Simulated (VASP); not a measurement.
ZnS:

```xyz
4
Lattice="3.8055 0.0000 0.0000 -1.9027 3.2956 0.0000 0.0000 0.0000 6.2440" Properties=species:S:1:pos:R:3 pbc="T T T"
Zn    0.0000    2.1971    0.0021
Zn    1.9027    1.0985    3.1241
S     0.0000    2.1971    2.3394
S     1.9027    1.0985    5.4614
```

Base run:

| Item | Value |
| --- | --- |
| Program | VASP 6.6.1 |
| Functional | PBEsol |
| Potentials or basis | VASP PAW PBE potentials, release 64 (Zn, S) |
| Cutoff | 520 eV |
| k mesh | 6 × 6 × 4 |
| Occupations | gaussian, width 0.01 eV |
| Spin | no spin polarisation |

Its results: band gap on the k mesh 2.08 eV; pressure -1.2 GPa.

Task: After a change of settings the same cell gave: band gap on the k mesh 2.06 eV; pressure -0.4 GPa. Which change was it?
A. functional from PBEsol to r2SCAN; further incar settings from ALGO = Normal; EDIFF = 1e-06; NBANDS = 26 to ALGO = Normal; EDIFF = 1e-07; NBANDS = 26
B. functional from PBEsol to PBE-based screened hybrid with 75 % exact exchange; k mesh from 6 × 6 × 4 to 6 × 6 × 2
C. k mesh from 6 × 6 × 4 to 3 × 3 × 3

Result: C.

Caveats: some runs use coarse meshes; the PAW data sets were made with another functional, which shifts forces and pressure a little.
